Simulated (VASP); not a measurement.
# BePd (Pm-3m) in VASP: notebook

BePd is run at these levels: LDA; tasks: electric field gradients.

Everything below comes from runs of VASP 6.6.1. Logs are shortened: lines on timing, memory, paths and dates and some standing lists are left out, and cuts for length are marked.

**1. The cell of the first run**

It takes space group Pm-3m (No. 221, cubic). Conventional cell: a = 2.794 Å, b = 2.794 Å, c = 2.794 Å, α = 90.00°, β = 90.00°, γ = 90.00°. Within 3.2 Å of Be (site symmetry m-3m) lie 8 Pd at 2.42 Å and 6 Be at 2.79 Å. Pd (site symmetry m-3m) has 8 Be at 2.42 Å and 6 Pd at 2.79 Å within 3.2 Å.

**2. Electric field gradients, LDA (10.91 Å³/atom)**

Input file INCAR:

```
SYSTEM = BePd
PREC = Accurate ; ENCUT = 520
EDIFF = 1E-8 ; ISMEAR = -1
SIGMA = 0.08 ; LREAL = .FALSE.
LASPH = .TRUE. ; NELM = 100
ALGO = Normal ; ISIF = 2
LWAVE = .FALSE. ; LCHARG = .FALSE.
GGA = CA ; LEFG = .TRUE.
NBANDS = 13
```

Input file KPOINTS:

```
Automatic mesh
0
G
  12 12 12
  0 0 0
```

Input file POSCAR:

```
BePd
1.0
    2.7941202365      0.0000000000      0.0000000000
    0.0000000000      2.7941202365      0.0000000000
    0.0000000000      0.0000000000      2.7941202365
Be Pd
1 1
Direct
    0.0000000000      0.0000000000      0.0000000000
    0.5000000000      0.5000000000      0.5000000000
```

Potentials or basis: VASP PAW LDA potentials, release 64 (Be, Pd).

The run is started by

```sh
$ cat potpaw_LDA.64/Be/POTCAR potpaw_LDA.64/Pd/POTCAR > POTCAR
$ mpirun -np 1 vasp_std > vasp.out
```

OUTCAR:

```text
SYSTEM = BePd
   PREC = Accurate
   ENCUT = 520
   EDIFF = 1E-8
   ISMEAR = -1
   LREAL = .FALSE.
   LASPH = .TRUE.
   NELM = 100
   ISIF = 2
   GGA = CA

 ion  position               nearest neighbor table
   1  0.000  0.000  0.000-   2 2.42   2 2.42   2 2.42   2 2.42   2 2.42   2 2.42   2 2.42   2 2.42

   2  0.500  0.500  0.500-   1 2.42   1 2.42   1 2.42   1 2.42   1 2.42   1 2.42   1 2.42   1 2.42

  LATTYP: Found a simple cubic cell.
 ALAT       =     2.7941202365

  Lattice vectors:

 A1 = (   2.7941202365,   0.0000000000,   0.0000000000)
 A2 = (   0.0000000000,   2.7941202365,   0.0000000000)
 A3 = (   0.0000000000,   0.0000000000,   2.7941202365)

Analysis of symmetry for initial positions (statically):
=====================================================================
 Subroutine PRICEL returns:
 Original cell was already a primitive cell.

 Routine SETGRP: Setting up the symmetry group for a
 simple cubic supercell.

 Subroutine GETGRP returns: Found 48 space group operations
 (whereof 48 operations were pure point group operations)
 out of a pool of 48 trial point group operations.

The static configuration has the point symmetry O_h .

Analysis of symmetry for dynamics (positions and initial velocities):
=====================================================================
 Subroutine PRICEL returns:
 Original cell was already a primitive cell.

 Routine SETGRP: Setting up the symmetry group for a
 simple cubic supercell.

 Subroutine GETGRP returns: Found 48 space group operations
 (whereof 48 operations were pure point group operations)
 out of a pool of 48 trial point group operations.

The dynamic configuration has the point symmetry O_h .

 Subroutine INISYM returns: Found 48 space group operations
 (whereof 48 operations are pure point group operations),
 and found     1 'primitive' translations

----------------------------------------------------------------------------------------

                                     Primitive cell

  volume of cell :      21.8140

  direct lattice vectors                    reciprocal lattice vectors
     2.794120236  0.000000000  0.000000000     0.357894405  0.000000000  0.000000000
     0.000000000  2.794120236  0.000000000     0.000000000  0.357894405  0.000000000
     0.000000000  0.000000000  2.794120236     0.000000000  0.000000000  0.357894405

  length of vectors
     2.794120236  2.794120236  2.794120236     0.357894405  0.357894405  0.357894405

  position of ions in fractional coordinates (direct lattice)
     0.000000000  0.000000000  0.000000000
     0.500000000  0.500000000  0.500000000

  ion indices of the primitive-cell ions
   primitive index   ion index
                 1           1
                 2           2

----------------------------------------------------------------------------------------

 KPOINTS: Automatic mesh

Automatic generation of k-mesh.
 Grid dimensions read from file:
 generate k-points for:   12   12   12

 Generating k-lattice:

  Cartesian coordinates                     Fractional coordinates (reciprocal lattice)
     0.029824534  0.000000000  0.000000000     0.083333333  0.000000000  0.000000000
     0.000000000  0.029824534  0.000000000     0.000000000  0.083333333  0.000000000
     0.000000000  0.000000000  0.029824534     0.000000000  0.000000000  0.083333333

  Length of vectors
     0.029824534  0.029824534  0.029824534

  Shift w.r.t. Gamma in fractional coordinates (k-lattice)
     0.000000000  0.000000000  0.000000000

 Subroutine IBZKPT returns following result:
 ===========================================

 Found     84 irreducible k-points:

 Following reciprocal coordinates:
            Coordinates               Weight
  0.000000  0.000000  0.000000      1.000000
  0.083333  0.000000  0.000000      6.000000
  0.166667  0.000000  0.000000      6.000000
  0.250000  0.000000  0.000000      6.000000
  0.333333  0.000000  0.000000      6.000000
  0.416667  0.000000  0.000000      6.000000
[... 16 lines left out ...]
  0.333333  0.333333  0.000000     12.000000
  0.416667  0.333333  0.000000     24.000000
 [... further k-points ...]
   k-points           NKPTS =     84   k-points in BZ     NKDIM =     84   number of bands    NBANDS=     13
   number of dos      NEDOS =    301   number of ions     NIONS =      2
   total plane-waves  NPLWV =  13824
   dimension x,y,z NGX =    24 NGY =   24 NGZ =   24
   dimension x,y,z NGXF=    48 NGYF=   48 NGZF=   48
   ions per type =               1   1
   NGX,Y,Z   is equivalent  to a cutoff of  14.28, 14.28, 14.28 a.u.
   NGXF,Y,Z  is equivalent  to a cutoff of  28.56, 28.56, 28.56 a.u.
 SYSTEM =  BePd
   PREC   = accura    normal or accurate (medium, high low for compatibility)
   ISTART =      0    job   : 0-new  1-cont  2-samecut
   ICHARG =      2    charge: 1-file 2-atom 10-const
   ISPIN  =      1    spin polarized calculation?
   LNONCOLLINEAR =      F non collinear calculations
   LSORBIT =      F    spin-orbit coupling
   LASPH  =      T    aspherical Exc in radial PAW
   ENCUT  =  520.0 eV  38.22 Ry    6.18 a.u.   5.20  5.20  5.20*2*pi/ulx,y,z
   NELM   =    100;   NELMIN=  2; NELMDL= -5     # of ELM steps
   EDIFF  = 0.1E-07   stopping-criterion for ELM
   LREAL  =      F    real-space projection
   EDIFFG = 0.1E-06   stopping-criterion for IOM
   NSW    =      0    number of steps for IOM
   IBRION =     -1    ionic relax: 0-MD 1-quasi-New 2-CG
   NFREE  =      0    steps in history (QN), initial steepest desc. (CG)
   ISIF   =      2    stress and relaxation
   ISYM   =      2    0-nonsym 1-usesym 2-fastsym
   POTIM  = 0.5000    time-step for ionic-motion
   TEBEG  =    0.0;   TEEND  =   0.0 temperature during run
   PSTRESS=    0.0 pullay stress
   NELECT =      12.0000    total number of electrons
   NUPDOWN=      -1.0000    fix difference up-down
   EMIN   =  10.00;   EMAX   =-10.00  energy-range for DOS
   EFERMI =   0.00;   METHOD = LEGACY
   ISMEAR =    -1;   SIGMA  =   0.08  broadening in eV -4-tet -1-fermi 0-gaus
   EFERMI_NEDOS =   21; number of points for ismear=-14 and -15
   IALGO  =     38    algorithm
   IMIX   =      4    mixing-type and parameters
     AMIX     =   0.40;   BMIX     =  1.00
     AMIX_MAG =   1.60;   BMIX_MAG =  1.00
  volume/ion in A,a.u.               =      10.91        73.60
  Fermi-wavevector in a.u.,A,eV,Ry     =   1.341395  2.534870 24.481530  1.799342
  Thomas-Fermi vector in A             =   2.469632
   LORBIT       =      0    0 simple, 1 ext, 2 COOP (PROOUT), +10 PAW based schemes
   GGA     = CA    functional components
   LHFCALC =     F    Hartree Fock is set to
   AEXX    =    0.0000 exact exchange contribution
   IVDW    =     0    specifies the selected vdW correction
   LEPSILON=     F    determine dielectric tensor
   LRPA    =     F    only Hartree local field effects (RPA)
 non-spin polarized calculation
  energy-cutoff  :      520.00
  volume of cell :       21.81
 maximum number of plane-waves:       624
 NGX is ok and might be reduce to    24
   NGX = 11   NGY = 11   NGZ = 11

 number of electron      12.0000005 magnetization

 Free energy of the ion-electron system (eV)
  ---------------------------------------------------
  ext. energy  EPLUGINS =         0.00000000
  ---------------------------------------------------
  free energy    TOTEN  =       -11.95423431 eV

  energy without entropy =      -11.93666318  energy(sigma->0) =      -11.94544875

 E-fermi :  10.0053     XC(G=0): -12.6871

 val. band max:       10.0006737793   @ k =   0.5000   0.5000   0.1667
 cond. band min:      10.0494014405   @ k =   0.4167   0.3333   0.3333
 fundamental gap:      0.0487276612
 Fermi energy:        10.0053365689

 k-point     1 :       0.0000    0.0000    0.0000
  band No.  band energies     occupation
      1       0.2135      2.00000
      2       4.2409      2.00000
      3       4.2409      2.00000
      4       7.6320      2.00000
      5       7.6320      2.00000
      6       7.6320      2.00000
      7      15.3215      0.00000
      8      15.3215      0.00000
      9      15.3215      0.00000
     10      24.5550      0.00000
     11      24.5550      0.00000
     12      27.1072      0.00000
     13      33.6182      0.00000

 k-point     2 :       0.0833    0.0000    0.0000
  band No.  band energies     occupation
      1       0.3485      2.00000
      2       4.2720      2.00000
      3       4.3135      2.00000
      4       7.4934      2.00000
      5       7.4934      2.00000
      6       7.6417      2.00000
      7      14.8267      0.00000
      8      15.5823      0.00000
      9      15.5823      0.00000
     10      24.3118      0.00000
     11      25.0272      0.00000
     12      27.1864      0.00000
     13      33.2622      0.00000

 k-point     3 :       0.1667    0.0000    0.0000
  band No.  band energies     occupation
      1       0.7346      2.00000
      2       4.3585      2.00000
      3       4.5168      2.00000
      4       7.1461      2.00000
      5       7.1461      2.00000
      6       7.6684      2.00000
      7      13.6678      0.00000
      8      16.2967      0.00000
      9      16.2967      0.00000
     10      23.6846      0.00000
     11      25.7007      0.00000
     12      27.7352      0.00000
     13      31.3914      0.00000
[... 305 lines left out ...]
 k-point    23 :       0.3333    0.3333    0.0000
  band No.  band energies     occupation
      1       3.2691      2.00000
      2       4.3984      2.00000
      3       6.1934      2.00000
      4       6.4737      2.00000
      5       6.6161      2.00000
      6       6.8289      2.00000
      7      10.9877      0.00001
      8      15.7463      0.00000
      9      19.0710      0.00000
     10      19.2800      0.00000
     11      25.8157      0.00000
     12      27.4698      0.00000
     13      28.8483      0.00000

 k-point    24 :       0.4167    0.3333    0.0000
  band No.  band energies     occupation
      1       3.3640      2.00000
      2       4.4711      2.00000
      3       6.3436      2.00000
      4       6.4948      2.00000
      5       6.8270      2.00000
      6       7.2361      2.00000
      7      10.1850      0.19136
      8      16.1298      0.00000
      9      18.0091      0.00000
     10      19.0998      0.00000
     11      25.6079      0.00000
     12      27.0708      0.00000
     13      29.2333      0.00000

 [... further k-points ...]

------------------------ aborting loop because EDIFF is reached ----------------------------------------

  FORCE on cell =-STRESS in cart. coord.  units (eV):
  Direction    XX          YY          ZZ          XY          YZ          ZX
  --------------------------------------------------------------------------------------
  -------------------------------------------------------------------------------------
  Total       -0.5145193     -0.5145193     -0.5145193      0.0000000     -0.0000000      0.0000000
  in kB      -37.7900048    -37.7900048    -37.7900048      0.0000000     -0.0000000      0.0000000
  external PRESSURE =     -37.7900048 kB  Pullay stress =       0.0000000 kB

 VOLUME and BASIS-vectors are now :
 -----------------------------------------------------------------------------
  energy-cutoff  :      520.00
  volume of cell :       21.81
      direct lattice vectors                 reciprocal lattice vectors
     2.794120236  0.000000000  0.000000000     0.357894405  0.000000000  0.000000000
     0.000000000  2.794120236  0.000000000     0.000000000  0.357894405  0.000000000
     0.000000000  0.000000000  2.794120236     0.000000000  0.000000000  0.357894405

 POSITION                                       TOTAL-FORCE (eV/Angst)
 -----------------------------------------------------------------------------------
      0.00000      0.00000      0.00000         0.000000      0.000000      0.000000
      1.39706      1.39706      1.39706         0.000000      0.000000      0.000000
 -----------------------------------------------------------------------------------
    total drift:                                0.000000     -0.000000     -0.000000

  FREE ENERGIE OF THE ION-ELECTRON SYSTEM (eV)
  ---------------------------------------------------
  free  energy   TOTEN  =       -11.9542343138 eV

  energy  without entropy=      -11.9366631787  energy(sigma->0) =      -11.94544875

 Electric field gradients (V/A^2)
---------------------------------------------------------------------
 ion       V_xx      V_yy      V_zz      V_xy      V_xz      V_yz
---------------------------------------------------------------------
   1      -0.000    -0.000     0.000    -0.000    -0.000     0.000
   2       0.000     0.000    -0.000    -0.000     0.000     0.000
---------------------------------------------------------------------

 Electric field gradients after diagonalization (V/A^2)
 (convention: |V_zz| > |V_xx| > |V_yy|)
----------------------------------------------------------------------
 ion       V_xx      V_yy      V_zz     asymmetry (V_yy - V_xx)/ V_zz
----------------------------------------------------------------------
   1      -0.000    -0.000     0.000       0.083
   2      -0.000     0.000     0.000       1.875
----------------------------------------------------------------------

           NMR quadrupolar parameters

 Cq : quadrupolar parameter    Cq=e*Q*V_zz/h
 eta: asymmetry parameters     (V_yy - V_xx)/ V_zz
 Q  : nuclear electric quadrupole moment in mb (millibarn)
----------------------------------------------------------------------
 ion       Cq(MHz)       eta       Q (mb)
----------------------------------------------------------------------
   1       0.000       0.083       1.000
   2       0.000       1.875       1.000
----------------------------------------------------------------------
```

Run time: 25 s. Hardware: 1 thread of Intel Xeon 8259CL, shared host; peak memory 0.15 GiB.

Results:

| Property | Result |
| --- | --- |
| Free energy | -11.9542 eV |
| Pressure | -3.8 GPa |
| Band gap on the k mesh | zero (bands 6 and 7 overlap by 6.17 eV) |
| Largest electric field gradient by atom | under 0.05 V/Å² on every atom |

Levels at points of the mesh, in eV from the Fermi level:
```
           k point  band 2  band 3  band 4  band 5  band 6  band 7  band 8  band 9  band 10  band 11
(0.00, 0.00, 0.00)   -5.76   -5.76   -2.37   -2.37   -2.37    5.32    5.32    5.32    14.55    14.55
(0.50, 0.00, 0.00)   -5.27   -4.70   -3.98   -3.98   -2.23   -0.01   10.23   10.23    11.50    14.77
(0.50, 0.50, 0.00)   -5.02   -3.43   -3.43   -1.93   -1.93   -1.30    5.56    6.27     8.71    15.82
(0.50, 0.50, 0.50)   -6.57   -6.57   -1.22   -1.22    4.87    5.62    5.62    5.62     6.83     6.83
```

Caveat: the cell stands under tension.

**3. Electric field gradients, LDA (10.68 Å³/atom)**

This run uses another cell than the first one, of 10.68 Å³/atom.

Input file INCAR:

```
SYSTEM = BePd
  ALGO = Normal
  EDIFF = 1E-8
  ENCUT = 520
  GGA = CA
  ISIF = 2
  ISMEAR = -1
  LASPH = .TRUE.
  LCHARG = .FALSE.
  LEFG = .TRUE.
  LREAL = .FALSE.
  LWAVE = .FALSE.
  NBANDS = 13
  NELM = 80
  PREC = Accurate
  SIGMA = 0.08
```

Input file KPOINTS:

```
k-points
0
G
  12 12 12
  0 0 0
```

Input file POSCAR:

```
BePd
1.0
    2.7749818260      0.0000000000      0.0000000000
    0.0000000000      2.7749818260      0.0000000000
    0.0000000000      0.0000000000      2.7749818260
Be Pd
1 1
Direct
    0.0000000000      0.0000000000      0.0000000000
    0.5000000000      0.5000000000      0.5000000000
```

Potentials or basis: VASP PAW LDA potentials, release 64 (Be, Pd).

The run is started by

```sh
$ cat potpaw_LDA.64/Be/POTCAR potpaw_LDA.64/Pd/POTCAR > POTCAR
$ mpirun -np 1 vasp_std > vasp.out
```

OUTCAR:

```text
SYSTEM = BePd
   EDIFF = 1E-8
   ENCUT = 520
   GGA = CA
   ISIF = 2
   ISMEAR = -1
   LASPH = .TRUE.
   LREAL = .FALSE.
   NELM = 80
   PREC = Accurate

 ion  position               nearest neighbor table
   1  0.000  0.000  0.000-   2 2.40   2 2.40   2 2.40   2 2.40   2 2.40   2 2.40   2 2.40   2 2.40

   2  0.500  0.500  0.500-   1 2.40   1 2.40   1 2.40   1 2.40   1 2.40   1 2.40   1 2.40   1 2.40

  LATTYP: Found a simple cubic cell.
 ALAT       =     2.7749818260

  Lattice vectors:

 A1 = (   2.7749818260,   0.0000000000,   0.0000000000)
[... 598 lines left out ...]
  free  energy   TOTEN  =       -11.9590410646 eV

  energy  without entropy=      -11.9417561818  energy(sigma->0) =      -11.95039862

 Electric field gradients (V/A^2)
---------------------------------------------------------------------
 ion       V_xx      V_yy      V_zz      V_xy      V_xz      V_yz
---------------------------------------------------------------------
   1       0.000     0.000     0.000     0.000     0.000     0.000
   2       0.000     0.000    -0.000    -0.000    -0.000    -0.000
---------------------------------------------------------------------

 Electric field gradients after diagonalization (V/A^2)
 (convention: |V_zz| > |V_xx| > |V_yy|)
----------------------------------------------------------------------
 ion       V_xx      V_yy      V_zz     asymmetry (V_yy - V_xx)/ V_zz
----------------------------------------------------------------------
   1       0.000     0.000     0.000      -0.498
   2       0.000     0.000    -0.000       0.137
----------------------------------------------------------------------

           NMR quadrupolar parameters

 Cq : quadrupolar parameter    Cq=e*Q*V_zz/h
 eta: asymmetry parameters     (V_yy - V_xx)/ V_zz
 Q  : nuclear electric quadrupole moment in mb (millibarn)
----------------------------------------------------------------------
 ion       Cq(MHz)       eta       Q (mb)
----------------------------------------------------------------------
   1       0.000      -0.498       1.000
   2      -0.000       0.137       1.000
----------------------------------------------------------------------
```

stdout:

```text
POSCAR found type information on POSCAR BePd
 POSCAR found :  2 types and       2 ions
 scaLAPACK will be used
 LDA part: xc-table for (Slater(with rela. corr.)+CA(PZ))
 , standard interpolation
 POSCAR, INCAR and KPOINTS ok, starting setup
 FFT: planning ... GRIDC
 FFT: planning ... GRID_SOFT
 FFT: planning ... GRID
 WAVECAR not read
 entering main loop
ion   1

ion   2
```

Run time: 23 s. Hardware: 1 thread of Intel Xeon 8259CL, shared host; peak memory 0.15 GiB.

What came out:

```
Free energy                             : -11.9590 eV
Pressure                                : 0.3 GPa
Band gap on the k mesh                  : zero (bands 6 and 7 overlap by 6.27 eV)
Largest electric field gradient by atom : under 0.05 V/Å² on every atom
```

[end of part 1 of 2]

The gap in the log of VASP goes by the Fermi energy; the results here count the filled bands.